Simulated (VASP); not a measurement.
Input of a VASP 6.6.1 run:

Contents of INCAR:

```
SYSTEM = AlN
PREC = Accurate
ENCUT = 600
EDIFF = 1E-6
ISMEAR = 0
SIGMA = 0.5
LREAL = .FALSE.
LASPH = .TRUE.
NELM = 120
ALGO = Normal
ISIF = 2
LWAVE = .FALSE.
LCHARG = .FALSE.
GGA = PE
NBANDS = 11
GGA_COMPAT = .FALSE.
```

Contents of KPOINTS:

```
Automatic mesh
0
G
  8 8 8
  0 0 0
```

File POSCAR:

```
AlN
1.0
    0.0000000000      2.0188684454      2.0188684454
    2.0188684454      0.0000000000      2.0188684454
    2.0188684454      2.0188684454      0.0000000000
Al N
1 1
Direct
    0.0000000000      0.0000000000      0.0000000000
    0.5000000000      0.5000000000      0.5000000000
```

Potentials or basis: VASP PAW PBE potentials, release 64 (Al, N).

Command:

```console
$ cat potpaw_PBE.64/Al/POTCAR potpaw_PBE.64/N/POTCAR > POTCAR
$ mpirun -np 1 vasp_std > vasp.out
```

(1) Predict the band gap on the k mesh.

(2) What does it give for the pressure?

Results:

(1) 4.65 eV, indirect (least direct gap 5.74 eV).

(2) 6.0 GPa.
